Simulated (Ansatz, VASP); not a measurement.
SrCl2 in VASP and in Ansatz

```xyz
3
Lattice="0.0000 3.4884 3.4884 3.4884 0.0000 3.4884 3.4884 3.4884 0.0000" Properties=species:S:1:pos:R:3 pbc="T T T"
Sr    0.0000    0.0000    0.0000
Cl    5.2325    5.2325    5.2325
Cl    1.7442    1.7442    1.7442
```

Alike in both runs: functional RPBE; k mesh 4 × 4 × 4; occupations fermi-dirac, width 0.05 eV; no spin polarisation.

|  | VASP | Ansatz |
| --- | --- | --- |
| version | VASP 6.6.1 | Ansatz 0.2.0 |
| potentials or method | VASP PAW PBE potentials, release 64 (Sr_sv, Cl) | Ansatz PAW |
| plane-wave cutoff (eV) | 520 | 420 |
| valence electrons in the cell | 24 | 24 |
| task | single point | projected density of states |

|  | VASP | Ansatz | Ansatz less VASP |
| --- | --- | --- | --- |
| gap on the k mesh at the Fermi level (eV) | 5.68 | 5.68 | +0.001 |
| least direct gap on the mesh (eV) | 5.74 | 5.74 | +0.003 |
| pressure (GPa) | 3.1 | 3.0 | -0.08 |

VASP's potentials were made for PBE, not for RPBE. With one functional, cell and mesh, what is left measures potentials, basis and numerics.
